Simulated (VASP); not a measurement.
Wanted: the native input for a VASP 6.6.1 run.

- Task: single point
- Functional: PBE
- Potentials or basis: VASP PAW PBE potentials, release 64 (K_sv, F)
- Cutoff: 520 eV
- k mesh: 6 × 6 × 6
- Occupations: gaussian, width 0.01 eV
- Spin: no spin polarisation
- Dipole correction: no
- Further INCAR settings: ALGO = Normal; EDIFF = 1e-06; NBANDS = 15

The structure of KF (Carobbiite) lies in POSCAR:

```
KF
1.0
    0.0000000000      2.6540577212      2.6540577212
    2.6540577212      0.0000000000      2.6540577212
    2.6540577212      2.6540577212      0.0000000000
K F
1 1
Direct
    0.0000000000      0.0000000000      0.0000000000
    0.5000000000      0.5000000000      0.5000000000
```

This cell differs from its parent crystal: volume changed by -6%.

One way to write it, as run:

INCAR

```
SYSTEM = KF
PREC = Accurate
ENCUT = 520
EDIFF = 1E-6
ISMEAR = 0
SIGMA = 0.01
LREAL = .FALSE.
LASPH = .TRUE.
NELM = 80
ALGO = Normal
ISIF = 2
LWAVE = .FALSE.
LCHARG = .FALSE.
GGA = PE
NBANDS = 15
```

KPOINTS

```
regular mesh
0
G
  6 6 6
  0 0 0
```

Potentials or basis: VASP PAW PBE potentials, release 64 (K_sv, F).

Run with:

```console
$ cat potpaw_PBE.64/K_sv/POTCAR potpaw_PBE.64/F/POTCAR > POTCAR
$ mpirun -np 1 vasp_std > vasp.out
```

Results of the run:

The pressure is 2.2 GPa. The band gap on the k mesh is 6.27 eV, direct.

Wall time 4.4 s on 1 thread of AMD EPYC 9R45 96-Core Processor (Zen 5), on a shared host, peak memory 0.12 GiB.
